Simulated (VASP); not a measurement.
# TiPbO3 (P4mm) in VASP: a series of runs

Runs on TiPbO3. Level: PBE. Tasks: single point.

Everything below comes from runs of VASP 6.6.1. Logs are shortened: lines on timing, memory, paths and dates and some standing lists are left out, and cuts for length are marked.

### 1 The cell of the first run

Symmetry: P4mm, No. 99, tetragonal system. Conventional cell: a = 3.967 Å, b = 3.967 Å, c = 4.222 Å, α = 90.00°, β = 90.00°, γ = 90.00°. Within 2.5 Å of Ti (site symmetry 4mm) lie 6 O at 1.80 to 2.43 Å. Within 3.7 Å of Pb (site symmetry 4mm) lie 12 O at 2.56 to 3.27 Å and 8 Ti at 3.42 to 3.61 Å. Within 2.5 Å of O (site symmetry 4mm) lie 2 Ti at 1.80 to 2.43 Å. Within 3.0 Å of O (site symmetry 2mm) lie 2 Ti at 2.01 Å and 2 Pb at 2.56 Å and 8 O at 2.81 to 2.90 Å.

### 2 Single point, PBE

File INCAR:

```
PREC = Accurate ; ENCUT = 600
EDIFF = 1E-6 ; ISMEAR = 0
SIGMA = 0.01 ; LREAL = False
LASPH = True ; NELM = 120
ALGO = Normal ; ISIF = 2
LWAVE = False ; LCHARG = False
GGA = PE ; NBANDS = 30
GGA_COMPAT = False
```

File KPOINTS:

```
regular mesh
0
Gamma
  6 6 6
```

File POSCAR:

```
TiPbO3
1.0
    3.9673220356      0.0000000000      0.0000000000
    0.0000000000      3.9673220356      0.0000000000
    0.0000000000      0.0000000000      4.2224019583
Ti Pb O
1 1 3
Direct
    0.5000000000      0.5000000000      0.5382000000
    0.0000000000      0.0000000000      0.0000000000
    0.5000000000      0.5000000000      0.1130000000
    0.5000000000      0.0000000000      0.6150000000
    0.0000000000      0.5000000000      0.6150000000
```

Potentials or basis: VASP PAW PBE potentials, release 64 (Ti_sv, Pb_d, O).

The run is started by

```
$ cat potpaw_PBE.64/Ti_sv/POTCAR potpaw_PBE.64/Pb_d/POTCAR potpaw_PBE.64/O/POTCAR > POTCAR
$ mpirun -np 1 vasp_std > vasp.out
```

OUTCAR:

```text
PREC = Accurate
   ENCUT = 600
   EDIFF = 1E-6
   ISMEAR = 0
   LREAL = False
   LASPH = True
   NELM = 120
   ISIF = 2
   GGA = PE

 ion  position               nearest neighbor table
   1  0.500  0.500  0.538-   3 1.80   4 2.01   5 2.01   4 2.01   5 2.01   3 2.43   2 3.42   2 3.42
                             2 3.42   2 3.42
   2  0.000  0.000  0.000-   4 2.56   5 2.56   5 2.56   4 2.56   3 2.85   3 2.85   3 2.85   3 2.85
                             1 3.42   1 3.42   1 3.42   1 3.42
   3  0.500  0.500  0.113-   1 1.80   1 2.43   2 2.85   2 2.85   2 2.85   2 2.85
   4  0.500  0.000  0.615-   1 2.01   1 2.01   2 2.56   2 2.56
   5  0.000  0.500  0.615-   1 2.01   1 2.01   2 2.56   2 2.56

  LATTYP: Found a simple tetragonal cell.
 ALAT       =     3.9673220356
 C/A-ratio  =     1.0642952401

  Lattice vectors:

 A1 = (   3.9673220356,   0.0000000000,   0.0000000000)
 A2 = (   0.0000000000,   3.9673220356,   0.0000000000)
 A3 = (   0.0000000000,   0.0000000000,   4.2224019583)

Analysis of symmetry for initial positions (statically):
=====================================================================
 Subroutine PRICEL returns:
 Original cell was already a primitive cell.

 Routine SETGRP: Setting up the symmetry group for a
 simple tetragonal supercell.

 Subroutine GETGRP returns: Found  8 space group operations
 (whereof  8 operations were pure point group operations)
 out of a pool of 16 trial point group operations.

The static configuration has the point symmetry C_4v.

Analysis of symmetry for dynamics (positions and initial velocities):
=====================================================================
 Subroutine PRICEL returns:
 Original cell was already a primitive cell.

 Routine SETGRP: Setting up the symmetry group for a
 simple tetragonal supercell.

 Subroutine GETGRP returns: Found  8 space group operations
 (whereof  8 operations were pure point group operations)
 out of a pool of 16 trial point group operations.

The dynamic configuration has the point symmetry C_4v.

 Subroutine INISYM returns: Found  8 space group operations
 (whereof  8 operations are pure point group operations),
 and found     1 'primitive' translations

----------------------------------------------------------------------------------------

                                     Primitive cell
[... 96 lines left out ...]
   NELM   =    120;   NELMIN=  2; NELMDL= -5     # of ELM steps
   EDIFF  = 0.1E-05   stopping-criterion for ELM
   LREAL  =      F    real-space projection
   EDIFFG = 0.1E-04   stopping-criterion for IOM
   NSW    =      0    number of steps for IOM
   IBRION =     -1    ionic relax: 0-MD 1-quasi-New 2-CG
   NFREE  =      0    steps in history (QN), initial steepest desc. (CG)
   ISIF   =      2    stress and relaxation
   ISYM   =      2    0-nonsym 1-usesym 2-fastsym
   POTIM  = 0.5000    time-step for ionic-motion
   TEBEG  =    0.0;   TEEND  =   0.0 temperature during run
   PSTRESS=    0.0 pullay stress
   NELECT =      44.0000    total number of electrons
   NUPDOWN=      -1.0000    fix difference up-down
   EMIN   =  10.00;   EMAX   =-10.00  energy-range for DOS
   EFERMI =   0.00;   METHOD = LEGACY
   ISMEAR =     0;   SIGMA  =   0.01  broadening in eV -4-tet -1-fermi 0-gaus
   EFERMI_NEDOS =   21; number of points for ismear=-14 and -15
   IALGO  =     38    algorithm
   IMIX   =      4    mixing-type and parameters
     AMIX     =   0.40;   BMIX     =  1.00
     AMIX_MAG =   1.60;   BMIX_MAG =  1.00
  volume/ion in A,a.u.               =      13.29        89.70
  Fermi-wavevector in a.u.,A,eV,Ry     =   1.426837  2.696330 27.699592  2.035863
  Thomas-Fermi vector in A             =   2.547071
   LORBIT       =      0    0 simple, 1 ext, 2 COOP (PROOUT), +10 PAW based schemes
   GGA     = PE    functional components
   LHFCALC =     F    Hartree Fock is set to
   AEXX    =    0.0000 exact exchange contribution
   IVDW    =     0    specifies the selected vdW correction
   LEPSILON=     F    determine dielectric tensor
   LRPA    =     F    only Hartree local field effects (RPA)
 non-spin polarized calculation
 Gauss-broadening in eV      SIGMA  =   0.01
  energy-cutoff  :      600.00
  volume of cell :       66.46
 maximum number of plane-waves:      2256
 NGX is ok and might be reduce to    32
   NGX = 15   NGY = 15   NGZ = 17

 number of electron      43.9999983 magnetization

 Free energy of the ion-electron system (eV)
  ---------------------------------------------------
  ext. energy  EPLUGINS =         0.00000000
  ---------------------------------------------------
  free energy    TOTEN  =       -37.84944217 eV

  energy without entropy =      -37.84944217  energy(sigma->0) =      -37.84944217

 E-fermi :   5.5232     XC(G=0): -11.0778

 val. band max:        5.4316636919   @ k =   0.5000   0.0000   0.0000
 cond. band min:       7.2356510940   @ k =   0.0000   0.0000   0.0000
 fundamental gap:      1.8039874021
 Fermi energy:         5.5231891723

 k-point     1 :       0.0000    0.0000    0.0000
  band No.  band energies     occupation
      1     -51.3883      2.00000
      2     -27.6970      2.00000
      3     -27.5936      2.00000
      4     -27.5936      2.00000
      5     -12.2617      2.00000
      6     -11.3370      2.00000
[... 781 lines left out ...]
     29      11.2331      0.00000
     30      11.6116      0.00000

 [... further k-points ...]

------------------------ aborting loop because EDIFF is reached ----------------------------------------

  FORCE on cell =-STRESS in cart. coord.  units (eV):
  Direction    XX          YY          ZZ          XY          YZ          ZX
  --------------------------------------------------------------------------------------
  -------------------------------------------------------------------------------------
  Total       -1.4940779     -1.4940779     -0.8722981      0.0000000     -0.0000000      0.0000000
  in kB      -36.0188094    -36.0188094    -21.0291155      0.0000000     -0.0000000      0.0000000
  external PRESSURE =     -31.0222448 kB  Pullay stress =       0.0000000 kB

 VOLUME and BASIS-vectors are now :
 -----------------------------------------------------------------------------
  energy-cutoff  :      600.00
  volume of cell :       66.46
      direct lattice vectors                 reciprocal lattice vectors
     3.967322036  0.000000000  0.000000000     0.252059195  0.000000000  0.000000000
     0.000000000  3.967322036  0.000000000     0.000000000  0.252059195  0.000000000
     0.000000000  0.000000000  4.222401958     0.000000000  0.000000000  0.236832024

 POSITION                                       TOTAL-FORCE (eV/Angst)
 -----------------------------------------------------------------------------------
      1.98366      1.98366      2.27250        -0.000000     -0.000000     -0.254126
      0.00000      0.00000      0.00000        -0.000000      0.000000     -0.188778
      1.98366      1.98366      0.47713         0.000000      0.000000      0.367668
      1.98366      0.00000      2.59678        -0.000000      0.000000      0.037618
      0.00000      1.98366      2.59678        -0.000000      0.000000      0.037618
 -----------------------------------------------------------------------------------
    total drift:                                0.000000     -0.000000     -0.000516

  FREE ENERGIE OF THE ION-ELECTRON SYSTEM (eV)
  ---------------------------------------------------
  free  energy   TOTEN  =       -37.8494421731 eV

  energy  without entropy=      -37.8494421731  energy(sigma->0) =      -37.84944217
```

stdout:

```text
POSCAR found type information on POSCAR TiPbO
 POSCAR found :  3 types and       5 ions
 scaLAPACK will be used
 LDA part: xc-table for (Slater+PW92), standard interpolation
 POSCAR, INCAR and KPOINTS ok, starting setup
 FFT: planning ... GRIDC
 FFT: planning ... GRID_SOFT
 FFT: planning ... GRID
 WAVECAR not read
 entering main loop
```

It took 2.2 min on 1 thread of Intel Xeon 8259CL, shared host; peak memory 0.25 GiB.

Results:

| Property | Result |
| --- | --- |
| Free energy | -37.8494 eV |
| Pressure | -3.1 GPa |
| Largest force | 0.368 eV/Å |
| Band gap on the k mesh | 1.80 eV (least direct gap 2.19 eV) |

Forces on the atoms (eV/Å):
```
Ti   0.000  0.000 -0.254
Pb   0.000  0.000 -0.189
O    0.000  0.000  0.368
O    0.000  0.000  0.038
O    0.000  0.000  0.038
```

Stress tensor (GPa, compression positive):
```
-3.60  0.00  0.00
 0.00 -3.60  0.00
 0.00  0.00 -2.10
```

Levels at points of the mesh, in eV from the valence-band top:
| k point | band 19 | band 20 | band 21 | band 22 | band 23 | band 24 | band 25 | band 26 |
| --- | --- | --- | --- | --- | --- | --- | --- | --- |
| (0.00, 0.00, 0.00) | -1.63 | -1.58 | -1.15 | -1.15 | 1.80 | 2.80 | 2.80 | 3.96 |
| (0.50, 0.00, 0.00) | -1.87 | -1.78 | -1.52 | 0.00 | 2.90 | 3.01 | 3.19 | 3.36 |
| (0.50, 0.50, 0.00) | -2.46 | -1.98 | -1.69 | -0.32 | 3.24 | 3.31 | 3.31 | 3.80 |
| (0.00, 0.00, 0.50) | -1.73 | -1.04 | -1.04 | -0.38 | 1.81 | 2.76 | 3.55 | 3.55 |
| (0.50, 0.00, 0.50) | -2.54 | -1.84 | -1.08 | -0.61 | 3.04 | 3.58 | 3.65 | 4.46 |
| (0.50, 0.50, 0.50) | -3.69 | -0.55 | -0.55 | -0.34 | 3.35 | 3.35 | 3.61 | 6.31 |

Caveat: the cell stands under tension; spin-orbit coupling is left out, which moves the levels of the heavy elements. A k mesh can miss the band edges.

### 3 Single point, PBE

This run uses another cell than the first one, of 13.63 Å³/atom.

File INCAR:

```
SYSTEM = TiPbO3
PREC = Accurate ; ENCUT = 600
EDIFF = 1E-6 ; ISMEAR = 0
SIGMA = 0.01 ; LREAL = .False.
LASPH = .True. ; NELM = 120
ALGO = Normal ; ISIF = 2
LWAVE = .False. ; LCHARG = .False.
GGA = PE ; NBANDS = 30
GGA_COMPAT = .False.
```

File KPOINTS:

```
regular mesh
0
Gamma
  6 6 6
  0 0 0
```

POSCAR: that of step 2 with these lines changed.

```diff
@@ -2,5 +2,5 @@
 1.0
-    3.9673220356      0.0000000000      0.0000000000
-    0.0000000000      3.9673220356      0.0000000000
-    0.0000000000      0.0000000000      4.2224019583
+    4.0005229268      0.0000000000      0.0000000000
+    0.0000000000      4.0005229268      0.0000000000
+    0.0000000000      0.0000000000      4.2577375087
 Ti Pb O
```

Potentials or basis: VASP PAW PBE potentials, release 64 (Ti_sv, Pb_d, O).

The run is started by

```
$ cat potpaw_PBE.64/Ti_sv/POTCAR potpaw_PBE.64/Pb_d/POTCAR potpaw_PBE.64/O/POTCAR > POTCAR
$ mpirun -np 1 vasp_std > vasp.out
```

It took 2.2 min on 1 thread of Intel Xeon 8259CL, shared host; peak memory 0.25 GiB.

The run converged. Its results:

* Free energy: -37.8015 eV
* Pressure: -6.6 GPa
* Largest force: 0.705 eV/Å
* Band gap on the k mesh: 1.82 eV (least direct gap 2.19 eV)

Forces in eV/Å, atoms in the order of the input:
```
Ti   0.000  0.000 -0.462
Pb   0.000  0.000 -0.317
O    0.000  0.000  0.705
O    0.000  0.000  0.037
O    0.000  0.000  0.037
```

Stress tensor (GPa, compression positive):
```
-7.03  0.00  0.00
 0.00 -7.03  0.00
 0.00  0.00 -5.63
```

Levels at points of the mesh, in eV from the valence-band top:
```
           k point  band 19  band 20  band 21  band 22  band 23  band 24  band 25  band 26
(0.00, 0.00, 0.00)    -1.54    -1.46    -1.06    -1.06     1.82     2.78     2.78     3.87
(0.50, 0.00, 0.00)    -1.75    -1.66    -1.43     0.00     2.88     2.99     3.15     3.31
(0.50, 0.50, 0.00)    -2.32    -1.91    -1.67    -0.24     3.21     3.27     3.27     3.74
(0.00, 0.00, 0.50)    -1.61    -0.95    -0.95    -0.37     1.82     2.75     3.50     3.50
(0.50, 0.00, 0.50)    -2.41    -1.75    -1.07    -0.52     3.01     3.53     3.60     4.36
(0.50, 0.50, 0.50)    -3.54    -0.47    -0.47    -0.26     3.31     3.31     3.55     6.17
```

Caveat: the cell stands under tension; spin-orbit coupling is left out, which moves the levels of the heavy elements. A k mesh can miss the band edges.
